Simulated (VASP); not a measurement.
# HgTe (rocksalt type) (Fm-3m) in VASP: further runs

The runs below take HgTe (rocksalt type) through relaxation of cell and atoms, with PBE.

All numbers are computed with VASP 6.6.1; they aren't measurements. Logs are shortened: lines on timing, memory, paths and dates and some standing lists are left out, and cuts for length are marked.

### 1 The cell of the first run

Symmetry: Fm-3m, No. 225, cubic system. The conventional cell has a = 6.144 Å, b = 6.144 Å, c = 6.144 Å, α = 90.00°, β = 90.00°, γ = 90.00°. Within 4.0 Å of Hg (site symmetry m-3m) lie 6 Te at 3.07 Å. Within 4.0 Å of Te (site symmetry m-3m) lie 6 Hg at 3.07 Å.

### 2 Relaxation of cell and atoms, PBE, target pressure -0.021 GPa, at which the enthalpy is minimised

INCAR reads:

```
PREC = Accurate
ENCUT = 600
EDIFF = 1E-7
ISMEAR = -1
SIGMA = 0.1
LREAL = False
LASPH = True
NELM = 100
ALGO = Normal
ISIF = 3
LWAVE = False
LCHARG = False
GGA = PE
IBRION = 2
NSW = 60
EDIFFG = -0.005
PSTRESS = -0.21000000000000002
```

KPOINTS reads:

```
regular mesh
0
Gamma
  11 11 11
```

POSCAR reads:

```
HgTe
1.0
    0.0000000000      3.0722318150      3.0722318150
    3.0722318150      0.0000000000      3.0722318150
    3.0722318150      3.0722318150      0.0000000000
Hg Te
1 1
Direct
    0.0000000000      0.0000000000      0.0000000000
    0.5000000000      0.5000000000      0.5000000000
```

Potentials or basis: VASP PAW PBE potentials, release 64 (Hg, Te).

Run with:

```
cat potpaw_PBE.64/Hg/POTCAR potpaw_PBE.64/Te/POTCAR > POTCAR
mpirun -np 1 vasp_std > vasp.out
```

OUTCAR:

```text
PREC = Accurate
   ENCUT = 600
   EDIFF = 1E-7
   ISMEAR = -1
   LREAL = False
   LASPH = True
   NELM = 100
   ISIF = 3
   GGA = PE
   IBRION = 2
   NSW = 60
   EDIFFG = -0.005
   PSTRESS = -0.21000000000000002

 ion  position               nearest neighbor table
   1  0.000  0.000  0.000-   2 3.07   2 3.07   2 3.07   2 3.07   2 3.07   2 3.07
   2  0.500  0.500  0.500-   1 3.07   1 3.07   1 3.07   1 3.07   1 3.07   1 3.07

  LATTYP: Found a face centered cubic cell.
 ALAT       =     6.1444636300

  Lattice vectors:

 A1 = (   0.0000000000,   3.0722318150,   3.0722318150)
 A2 = (   3.0722318150,   0.0000000000,   3.0722318150)
 A3 = (   3.0722318150,   3.0722318150,   0.0000000000)

Analysis of symmetry for initial positions (statically):
=====================================================================
 Subroutine PRICEL returns:
 Original cell was already a primitive cell.

 Routine SETGRP: Setting up the symmetry group for a
 face centered cubic supercell.

 Subroutine GETGRP returns: Found 48 space group operations
 (whereof 48 operations were pure point group operations)
 out of a pool of 48 trial point group operations.

The static configuration has the point symmetry O_h .

Analysis of symmetry for dynamics (positions and initial velocities):
=====================================================================
 Subroutine PRICEL returns:
 Original cell was already a primitive cell.

 Routine SETGRP: Setting up the symmetry group for a
 face centered cubic supercell.

 Subroutine GETGRP returns: Found 48 space group operations
 (whereof 48 operations were pure point group operations)
 out of a pool of 48 trial point group operations.

The dynamic configuration has the point symmetry O_h .

 Subroutine INISYM returns: Found 48 space group operations
 (whereof 48 operations are pure point group operations),
 and found     1 'primitive' translations

----------------------------------------------------------------------------------------

                                     Primitive cell

  volume of cell :      57.9952

  direct lattice vectors                    reciprocal lattice vectors
     0.000000000  3.072231815  3.072231815    -0.162748136  0.162748136  0.162748136
[... 94 lines left out ...]
   POTIM  = 0.5000    time-step for ionic-motion
   TEBEG  =    0.0;   TEEND  =   0.0 temperature during run
   PSTRESS=   -0.2 pullay stress
   NELECT =      18.0000    total number of electrons
   NUPDOWN=      -1.0000    fix difference up-down
   EMIN   =  10.00;   EMAX   =-10.00  energy-range for DOS
   EFERMI =   0.00;   METHOD = LEGACY
   ISMEAR =    -1;   SIGMA  =   0.10  broadening in eV -4-tet -1-fermi 0-gaus
   EFERMI_NEDOS =   21; number of points for ismear=-14 and -15
   IALGO  =     38    algorithm
   IMIX   =      4    mixing-type and parameters
     AMIX     =   0.40;   BMIX     =  1.00
     AMIX_MAG =   1.60;   BMIX_MAG =  1.00
  volume/ion in A,a.u.               =      29.00       195.69
  Fermi-wavevector in a.u.,A,eV,Ry     =   1.108413  2.094597 16.715843  1.228580
  Thomas-Fermi vector in A             =   2.244940
   LORBIT       =      0    0 simple, 1 ext, 2 COOP (PROOUT), +10 PAW based schemes
   GGA     = PE    functional components
   LHFCALC =     F    Hartree Fock is set to
   AEXX    =    0.0000 exact exchange contribution
   IVDW    =     0    specifies the selected vdW correction
   LEPSILON=     F    determine dielectric tensor
   LRPA    =     F    only Hartree local field effects (RPA)
 conjugate gradient relaxation of ions
 non-spin polarized calculation
  energy-cutoff  :      600.00
  volume of cell :       58.00
 maximum number of plane-waves:      1956
   NGX = 17   NGY = 17   NGZ = 17

--------------------------------------- Ionic step        1  -------------------------------------------

 number of electron      17.9999999 magnetization

 Free energy of the ion-electron system (eV)
  ---------------------------------------------------
  ext. energy  EPLUGINS =         0.00000000
  ---------------------------------------------------
  free energy    TOTEN  =        -3.36562844 eV

  energy without entropy =       -3.32711016  energy(sigma->0) =       -3.34636930

------------------------ aborting loop because EDIFF is reached ----------------------------------------

  FORCE on cell =-STRESS in cart. coord.  units (eV):
  Direction    XX          YY          ZZ          XY          YZ          ZX
  --------------------------------------------------------------------------------------
  -------------------------------------------------------------------------------------
  Total        0.0410331      0.0410331      0.0410331      0.0000000      0.0000000      0.0000000
  in kB        1.1335822      1.1335822      1.1335822      0.0000000      0.0000000      0.0000000
  external PRESSURE =       1.3435822 kB  Pullay stress =      -0.2100000 kB
[... 63 lines left out ...]
--------------------------------------- Ionic step        3  -------------------------------------------

 number of electron      17.9999999 magnetization

 Free energy of the ion-electron system (eV)
  ---------------------------------------------------
  ext. energy  EPLUGINS =         0.00000000
  ---------------------------------------------------
  free energy    TOTEN  =        -3.36567280 eV

  energy without entropy =       -3.32696540  energy(sigma->0) =       -3.34631910

 E-fermi :   4.1006     XC(G=0):  -9.7554

 val. band max:        4.0827887799   @ k =  -0.1818   0.0909   0.0000
 cond. band min:       4.1606454349   @ k =  -0.3636   0.4545   0.0909
 fundamental gap:      0.0778566549
 Fermi energy:         4.1006355454

 k-point     1 :       0.0000    0.0000    0.0000
  band No.  band energies     occupation
      1      -7.7461      2.00000
      2      -2.4877      2.00000
      3      -2.4877      2.00000
      4      -2.4303      2.00000
      5      -2.4303      2.00000
      6      -2.4303      2.00000
      7       3.0661      1.99994
      8       3.4514      1.99697
      9       3.4514      1.99697
     10       3.4514      1.99697
     11      11.7403      0.00000
     12      11.7403      0.00000
     13      11.7403      0.00000
[... 354 lines left out ...]
  band No.  band energies     occupation
      1      -7.1174      2.00000
      2      -2.7231      2.00000
      3      -2.6871      2.00000
      4      -2.4754      2.00000
      5      -2.3594      2.00000
      6      -2.3050      2.00000
      7       0.0235      2.00000
      8       2.5252      2.00000
      9       4.3427      0.16320
     10       6.7722      0.00000
     11       8.0012      0.00000
     12       8.8615      0.00000
     13      10.0726      0.00000

 [... further k-points ...]
[... 5 lines left out ...]
  --------------------------------------------------------------------------------------
  -------------------------------------------------------------------------------------
  Total       -0.0069668     -0.0069668     -0.0069668      0.0000000      0.0000000      0.0000000
  in kB       -0.1919290     -0.1919290     -0.1919290      0.0000000      0.0000000      0.0000000
  external PRESSURE =       0.0180710 kB  Pullay stress =      -0.2100000 kB
[... 21 lines left out ...]
  energy  without entropy=       -3.3269653989  energy(sigma->0) =       -3.34631910

  enthalpy is  TOTEN    =        -3.3732955445 eV   P V=       -0.0076227471

 reached required accuracy - stopping structural energy minimisation
```

CONTCAR:

```text
HgTe
   1.00000000000000
     0.0000000000000000    3.0750883753761222    3.0750883753761222
     3.0750883753761222    0.0000000000000000    3.0750883753761222
     3.0750883753761222    3.0750883753761222   -0.0000000000000000
  Hg              Te
     1     1
Direct
     0.0000000000000000    0.0000000000000000    0.0000000000000000
     0.5000000000000000    0.5000000000000000    0.5000000000000000

  0.00000000E+00  0.00000000E+00  0.00000000E+00
  0.00000000E+00  0.00000000E+00  0.00000000E+00
```

Wall time 64 s (1 thread of AMD EPYC 9R45 (Zen 5), shared host); peak memory 0.21 GiB.

What came out:

```
Free energy                                                : -3.3657 eV
Relaxed volume                                             : 29.08 Å³/atom
Relaxed cell                                               : a = 4.349 Å, b = 4.349 Å, c = 4.349 Å, α = 60.00°, β = 60.00°, γ = 60.00°
Space group after relaxing (to 0.1 Å)                      : Fm-3m (No. 225)
Energy change on relaxing (the run minimises the enthalpy) : -0.0 meV/atom
Ionic steps                                                : 3
Pressure after relaxing                                    : 0.0 GPa
Band gap on the k mesh                                     : zero (bands 9 and 10 overlap by 2.38 eV)
```

Final structure:
```
Hg Te
1.0
     0.00000    3.07509    3.07509
     3.07509    0.00000    3.07509
     3.07509    3.07509    0.00000
Hg Te
1 1
Cartesian
  0.0000 0.0000 0.0000
  3.0751 3.0751 3.0751
```

Levels at points of the mesh, in eV from the Fermi level:
```tsv
k point	band 7	band 8	band 9	band 10	band 11	band 12
(0.00, 0.00, 0.00)	-1.03	-0.65	-0.65	-0.65	7.64	7.64
```

Caveat: the cell is relaxed towards a set pressure, so the run minimises the enthalpy, not the energy; spin-orbit coupling is left out, which moves the levels of the heavy elements.

### 3 Relaxation of cell and atoms, PBE, target pressure -0.021 GPa, at which the enthalpy is minimised

INCAR reads:

```
SYSTEM = HgTe
PREC = Accurate ; ENCUT = 600
EDIFF = 1E-7 ; ISMEAR = -1
SIGMA = 0.1 ; LREAL = .FALSE.
LASPH = .TRUE. ; NELM = 80
ALGO = Normal ; ISIF = 3
LWAVE = .FALSE. ; LCHARG = .FALSE.
GGA = PE ; IBRION = 2
NSW = 32 ; EDIFFG = -0.005
PSTRESS = -0.21000000000000002
```

KPOINTS reads:

```
regular mesh
0
G
  11 11 11
  0 0 0
```

POSCAR is that of step 2.

Potentials or basis: VASP PAW PBE potentials, release 64 (Hg, Te).

Run with:

```
cat potpaw_PBE.64/Hg/POTCAR potpaw_PBE.64/Te/POTCAR > POTCAR
mpirun -np 1 vasp_std > vasp.out
```

Wall time 62 s (1 thread of AMD EPYC 9R45 (Zen 5), shared host); peak memory 0.21 GiB.

It converged, with:

```
Free energy                                                : -3.3657 eV
Relaxed volume                                             : 29.08 Å³/atom
Relaxed cell                                               : a = 4.349 Å, b = 4.349 Å, c = 4.349 Å, α = 60.00°, β = 60.00°, γ = 60.00°
Space group after relaxing (to 0.1 Å)                      : Fm-3m (No. 225)
Energy change on relaxing (the run minimises the enthalpy) : -0.0 meV/atom
Ionic steps                                                : 3
Pressure after relaxing                                    : 0.0 GPa
Band gap on the k mesh                                     : zero (bands 9 and 10 overlap by 2.38 eV)
```

Final structure:
```xyz
2
Lattice="0.0000 3.0751 3.0751 3.0751 0.0000 3.0751 3.0751 3.0751 0.0000" Properties=species:S:1:pos:R:3 pbc="T T T"
Hg    0.0000    0.0000    0.0000
Te    3.0751    3.0751    3.0751
```

Levels at points of the mesh, in eV from the Fermi level:
| k point | band 6 | band 7 | band 8 | band 9 | band 10 | band 11 | band 12 | band 13 |
| --- | --- | --- | --- | --- | --- | --- | --- | --- |
| (0.00, 0.00, 0.00) | -6.53 | -1.03 | -0.65 | -0.65 | -0.65 | 7.64 | 7.64 | 7.64 |

Caveat: the cell is relaxed towards a set pressure, so the run minimises the enthalpy, not the energy; spin-orbit coupling is left out, which moves the levels of the heavy elements.

### 4 Relaxation of cell and atoms, PBE

This run uses another cell than the first one, of 26.42 Å³/atom.

INCAR reads:

```
  PREC = Accurate
  ENCUT = 600
  EDIFF = 1E-6
  ISMEAR = -1
  SIGMA = 0.1
  LREAL = False
  LASPH = True
  NELM = 100
  ALGO = Normal
  ISIF = 3
  LWAVE = False
  LCHARG = False
  GGA = PE
  IBRION = 2
  NSW = 60
  EDIFFG = -0.005
```

KPOINTS reads:

```
Automatic mesh
0
Gamma
  12 12 12
```

POSCAR reads:

```
HgTe
1.0
    0.0000000000      2.9783528050      2.9783528050
    2.9783528050      0.0000000000      2.9783528050
    2.9783528050      2.9783528050      0.0000000000
Hg Te
1 1
Direct
    0.0000000000      0.0000000000      0.0000000000
    0.5000000000      0.5000000000      0.5000000000
```

Run with:

```
cat potpaw_PBE.64/Hg/POTCAR potpaw_PBE.64/Te/POTCAR > POTCAR
mpirun -np 1 vasp_std > vasp.out
```

It took 1.9 min on 1 thread of AMD EPYC 9R45 (Zen 5), shared host; peak memory 0.22 GiB.

The run converged. Its results:

```yaml
Free_energy: -3.3623 eV
Relaxed_volume: 29.09 Å³/atom
Relaxed_cell: a = 4.349 Å, b = 4.349 Å, c = 4.349 Å, α = 60.00°, β = 60.00°, γ = 60.00°
Space_group_after_relaxing_to_0.1_Å: Fm-3m (No. 225)
Energy_gained_by_relaxing: 43.2 meV/atom
Ionic_steps: 5
Pressure_after_relaxing: 0.0 GPa
Band_gap_on_the_k_mesh: zero (bands 9 and 10 overlap by 2.42 eV)
```

Step by step:
```tsv
step	energy change (eV)	largest force (eV/Å)	pressure (GPa)	volume (Å³)
1	0.0000	0.0000	5.75	52.84
2	-0.0750	0.0000	-1.56	60.42
3	-0.0864	0.0000	0.03	58.15
4	-0.0864	0.0000	-0.06	58.26
5	-0.0864	0.0000	0.00	58.17
```

Final structure:
```xyz
2
Lattice="0.0000 3.0754 3.0754 3.0754 0.0000 3.0754 3.0754 3.0754 0.0000" Properties=species:S:1:pos:R:3 pbc="T T T"
Hg    0.0000    0.0000    0.0000
Te    3.0754    3.0754    3.0754
```

Levels at points of the mesh, in eV from the Fermi level:
```
           k point  band 5  band 6  band 7  band 8  band 9  band 10  band 11  band 12  band 13
(0.00, 0.00, 0.00)   -6.55   -6.55   -1.05   -0.66   -0.66    -0.66     7.63     7.63     7.63
(0.50, 0.00, 0.00)   -6.39   -6.39   -5.39    0.25    0.25     2.68     3.56     4.00     4.00
(0.50, 0.50, 0.00)   -6.32   -5.78   -4.08   -2.70   -2.16    -2.16     4.90     9.03     9.03
```

Caveat: spin-orbit coupling is left out, which moves the levels of the heavy elements.

The gap in the log of VASP goes by the Fermi energy; the results here count the filled bands.